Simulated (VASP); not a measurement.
# Ag (I4/mmm) in VASP: single point with r2SCAN

Aim: the single point of Ag with r2SCAN.

Everything below comes from runs of VASP 6.6.1. Logs are shortened: lines on timing, memory, paths and dates and some standing lists are left out, and cuts for length are marked.

## (1) The cell of the first run

Symmetry: I4/mmm, No. 139, tetragonal system. The conventional cell has a = 3.187 Å, b = 3.187 Å, c = 3.432 Å, α = 90.00°, β = 90.00°, γ = 90.00°. Within 3.7 Å of Ag (site symmetry 4/mmm) lie 14 Ag at 2.83 to 3.43 Å.

## (2) Single point, r2SCAN (strain -0.025 along x and y, +0.050 along z)

The input, POSCAR:

```
Ag
1.0
   -1.5934109572      1.5934109572      1.7159810308
    1.5934109572     -1.5934109572      1.7159810308
    1.5934109572      1.5934109572     -1.7159810308
Ag
1
Direct
    0.0000000000      0.0000000000      0.0000000000
```

The input, INCAR.step1:

```
  PREC = Accurate
  ENCUT = 520
  ISMEAR = 0
  SIGMA = 0.15
  LREAL = F
  LASPH = T
  NELM = 60
  NBANDS = 12
  GGA = PE
  ALGO = Normal
  EDIFF = 1E-4
  LWAVE = T
  LCHARG = F
```

The input, INCAR.step2:

```
  PREC = Accurate
  ENCUT = 520
  EDIFF = 1E-7
  ISMEAR = 0
  SIGMA = 0.15
  LREAL = F
  LASPH = T
  NELM = 60
  ALGO = Normal
  ISIF = 2
  LWAVE = F
  LCHARG = F
  METAGGA = R2SCAN
  LMIXTAU = T
  NBANDS = 12
  ISTART = 1
```

The input, KPOINTS:

```
Automatic mesh
0
Gamma
  26 26 26
```

Potentials or basis: VASP PAW PBE potentials, release 64 (Ag).

The run is started by

```
$ cat potpaw_PBE.64/Ag/POTCAR > POTCAR
$ cp INCAR.step1 INCAR
$ mpirun -np 1 vasp_std > vasp.out
$ cp INCAR.step2 INCAR
$ mpirun -np 1 vasp_std > vasp.out
```

OUTCAR:

```text
PREC = Accurate
   ENCUT = 520
   EDIFF = 1E-7
   ISMEAR = 0
   LREAL = F
   LASPH = T
   NELM = 60
   ISIF = 2
   METAGGA = R2SCAN
   ISTART = 1

 ion  position               nearest neighbor table
   1  0.000  0.000  0.000-

  LATTYP: Found a body centered tetragonal cell.
 ALAT       =     3.1868219144
 C/A-ratio  =     1.0769230769

  Lattice vectors:

 A1 = (  -1.5934109572,   1.5934109572,   1.7159810308)
 A2 = (   1.5934109572,  -1.5934109572,   1.7159810308)
 A3 = (   1.5934109572,   1.5934109572,  -1.7159810308)

Analysis of symmetry for initial positions (statically):
=====================================================================
 Subroutine PRICEL returns:
 Original cell was already a primitive cell.

 Routine SETGRP: Setting up the symmetry group for a
 body centered tetragonal supercell.

 Subroutine GETGRP returns: Found 16 space group operations
 (whereof 16 operations were pure point group operations)
 out of a pool of 16 trial point group operations.

The static configuration has the point symmetry D_4h.

Analysis of symmetry for dynamics (positions and initial velocities):
=====================================================================
 Subroutine PRICEL returns:
 Original cell was already a primitive cell.

 Routine SETGRP: Setting up the symmetry group for a
 body centered tetragonal supercell.

 Subroutine GETGRP returns: Found 16 space group operations
 (whereof 16 operations were pure point group operations)
 out of a pool of 16 trial point group operations.

The dynamic configuration has the point symmetry D_4h.

 Subroutine INISYM returns: Found 16 space group operations
 (whereof 16 operations are pure point group operations),
 and found     1 'primitive' translations

----------------------------------------------------------------------------------------

                                     Primitive cell

  volume of cell :      17.4272

  direct lattice vectors                    reciprocal lattice vectors
    -1.593410957  1.593410957  1.715981031     0.000000000  0.313792244  0.291378512
     1.593410957 -1.593410957  1.715981031     0.313792244  0.000000000  0.291378512
     1.593410957  1.593410957 -1.715981031     0.313792244  0.313792244  0.000000000

  length of vectors
     2.832403194  2.832403194  2.832403194     0.428213743  0.428213743  0.443769247

  position of ions in fractional coordinates (direct lattice)
     0.000000000  0.000000000  0.000000000

  ion indices of the primitive-cell ions
[... 77 lines left out ...]
   NSW    =      0    number of steps for IOM
   IBRION =     -1    ionic relax: 0-MD 1-quasi-New 2-CG
   NFREE  =      0    steps in history (QN), initial steepest desc. (CG)
   ISIF   =      2    stress and relaxation
   ISYM   =      2    0-nonsym 1-usesym 2-fastsym
   POTIM  = 0.5000    time-step for ionic-motion
   TEBEG  =    0.0;   TEEND  =   0.0 temperature during run
   PSTRESS=    0.0 pullay stress
   NELECT =      11.0000    total number of electrons
   NUPDOWN=      -1.0000    fix difference up-down
   EMIN   =  10.00;   EMAX   =-10.00  energy-range for DOS
   EFERMI =   0.00;   METHOD = LEGACY
   ISMEAR =     0;   SIGMA  =   0.15  broadening in eV -4-tet -1-fermi 0-gaus
   EFERMI_NEDOS =   21; number of points for ismear=-14 and -15
   IALGO  =     38    algorithm
   IMIX   =      4    mixing-type and parameters
     AMIX     =   0.40;   BMIX     =  1.00
     AMIX_MAG =   1.60;   BMIX_MAG =  1.00
  volume/ion in A,a.u.               =      17.43       117.60
  Fermi-wavevector in a.u.,A,eV,Ry     =   1.404310  2.653761 26.831873  1.972087
  Thomas-Fermi vector in A             =   2.526885
   LORBIT       =      0    0 simple, 1 ext, 2 COOP (PROOUT), +10 PAW based schemes
   METAGGA = R2SCAN    functional components
   LHFCALC =     F    Hartree Fock is set to
   AEXX    =    0.0000 exact exchange contribution
   IVDW    =     0    specifies the selected vdW correction
   LEPSILON=     F    determine dielectric tensor
   LRPA    =     F    only Hartree local field effects (RPA)
 non-spin polarized calculation
 Gauss-broadening in eV      SIGMA  =   0.15
  energy-cutoff  :      520.00
  volume of cell :       17.43
 maximum number of plane-waves:       482
 NGX is ok and might be reduce to    24
   NGX = 11   NGY = 11   NGZ = 11

 number of electron      11.0000002 magnetization

 Free energy of the ion-electron system (eV)
  ---------------------------------------------------
  ext. energy  EPLUGINS =         0.00000000
  ---------------------------------------------------
  free energy    TOTEN  =       -21.32843963 eV

  energy without entropy =      -21.32508074  energy(sigma->0) =      -21.32676019

 E-fermi :   8.1634     XC(G=0): -12.8152

 val. band max:        8.1611942301   @ k =   0.3077   0.1923   0.0000
 cond. band min:       8.1668320937   @ k =   0.2692   0.2308   0.0000
 fundamental gap:      0.0056378636
 Fermi energy:         8.1633944964

 k-point     1 :       0.0000    0.0000    0.0000
  band No.  band energies     occupation
      1       0.3491      2.00000
      2       2.8745      2.00000
      3       2.8745      2.00000
      4       3.1871      2.00000
      5       4.0623      2.00000
      6       4.4008      2.00000
      7      25.9809      0.00000
      8      27.1725      0.00000
      9      27.1725      0.00000
     10      31.5887      0.00000
     11      33.0042      0.00000
     12      33.2085      0.00000
[... 331 lines left out ...]
 k-point    24 :       0.3846    0.0385    0.0000
  band No.  band energies     occupation
      1       1.6425      2.00000
      2       2.3966      2.00000
      3       3.9869      2.00000
      4       4.3423      2.00000
      5       4.9121      2.00000
      6       6.5983      2.00000
      7      14.2076      0.00000
      8      22.6172      0.00000
      9      24.0046      0.00000
     10      29.0166      0.00000
     11      30.4797      0.00000
     12      32.9455      0.00000

 [... further k-points ...]
[... 5 lines left out ...]
  --------------------------------------------------------------------------------------
  -------------------------------------------------------------------------------------
  Total       -0.0300332     -0.0300332      0.0815682      0.0000000      0.0000000      0.0000000
  in kB       -2.7611160     -2.7611160      7.4989999      0.0000000      0.0000000      0.0000000
  external PRESSURE =       0.6589226 kB  Pullay stress =       0.0000000 kB

 VOLUME and BASIS-vectors are now :
 -----------------------------------------------------------------------------
  energy-cutoff  :      520.00
  volume of cell :       17.43
      direct lattice vectors                 reciprocal lattice vectors
    -1.593410957  1.593410957  1.715981031     0.000000000  0.313792244  0.291378512
     1.593410957 -1.593410957  1.715981031     0.313792244  0.000000000  0.291378512
     1.593410957  1.593410957 -1.715981031     0.313792244  0.313792244  0.000000000

 POSITION                                       TOTAL-FORCE (eV/Angst)
 -----------------------------------------------------------------------------------
      0.00000      0.00000      0.00000         0.000000      0.000000      0.000000
 -----------------------------------------------------------------------------------
    total drift:                               -0.000000      0.000000      0.000000

  FREE ENERGIE OF THE ION-ELECTRON SYSTEM (eV)
  ---------------------------------------------------
  free  energy   TOTEN  =       -21.3284396311 eV

  energy  without entropy=      -21.3250807446  energy(sigma->0) =      -21.32676019
```

OUTCAR.step1:

```text
PREC = Accurate
   ENCUT = 520
   ISMEAR = 0
   LREAL = F
   LASPH = T
[... 577 lines left out ...]

 POSITION                                       TOTAL-FORCE (eV/Angst)
 -----------------------------------------------------------------------------------
      0.00000      0.00000      0.00000         0.000000     -0.000000      0.000000
 -----------------------------------------------------------------------------------
    total drift:                                0.000000      0.000000      0.000000

  FREE ENERGIE OF THE ION-ELECTRON SYSTEM (eV)
  ---------------------------------------------------
  free  energy   TOTEN  =        -2.6852179992 eV

  energy  without entropy=       -2.6816123919  energy(sigma->0) =       -2.68341520
```

OSZICAR.step1:

```text
N       E                     dE             d eps       ncg     rms          rms(c)
DAV:   1     0.522342701483E+02    0.52234E+02   -0.54874E+03 32288   0.826E+02
DAV:   2    -0.211234101254E+01   -0.54347E+02   -0.51427E+02 37252   0.193E+02
DAV:   3    -0.293035040704E+01   -0.81801E+00   -0.81738E+00 37136   0.251E+01
DAV:   4    -0.293282997337E+01   -0.24796E-02   -0.24795E-02 35972   0.145E+00
DAV:   5    -0.293284968974E+01   -0.19716E-04   -0.19716E-04 35824   0.116E-01    0.492E+00
DAV:   6    -0.269529730436E+01    0.23755E+00   -0.95261E-01 35308   0.868E+00    0.325E+00
DAV:   7    -0.268799406065E+01    0.73032E-02   -0.79627E-03 35836   0.848E-01    0.185E+00
DAV:   8    -0.268520976629E+01    0.27843E-02   -0.71853E-04 35640   0.204E-01    0.790E-02
DAV:   9    -0.268521799920E+01   -0.82329E-05   -0.78740E-06 18280   0.232E-02
   1 F= -.26852180E+01 E0= -.26834152E+01  d E =-.360561E-02
```

Run time: 25 min. Hardware: 1 thread of Oxide Virtual Turin-like, shared host; peak memory 0.34 GiB.

Results:

| Quantity | Value |
| --- | --- |
| Free energy | -21.3284 eV |
| Pressure | 0.1 GPa |
| Band gap on the k mesh | zero (an odd number of electrons rules out a gap without spin polarisation) |

Levels at points of the mesh, in eV from the Fermi level:
| k point | band 4 | band 5 | band 6 | band 7 | band 8 | band 9 |
| --- | --- | --- | --- | --- | --- | --- |
| (0.00, 0.00, 0.00) | -4.98 | -4.10 | -3.76 | 17.82 | 19.01 | 19.01 |
| (0.50, 0.00, 0.00) | -3.73 | -2.94 | -0.10 | 3.91 | 14.23 | 15.51 |
| (0.50, 0.50, 0.00) | -3.66 | -2.86 | 0.35 | 4.66 | 13.04 | 13.79 |
| (0.50, 0.50, 0.50) | -3.10 | -3.10 | 5.75 | 7.91 | 7.91 | 11.84 |

Caveat: the cell differs from its parent crystal (strain -0.025 along x and y, +0.050 along z); the PAW data sets were made with another functional, which shifts forces and pressure a little.
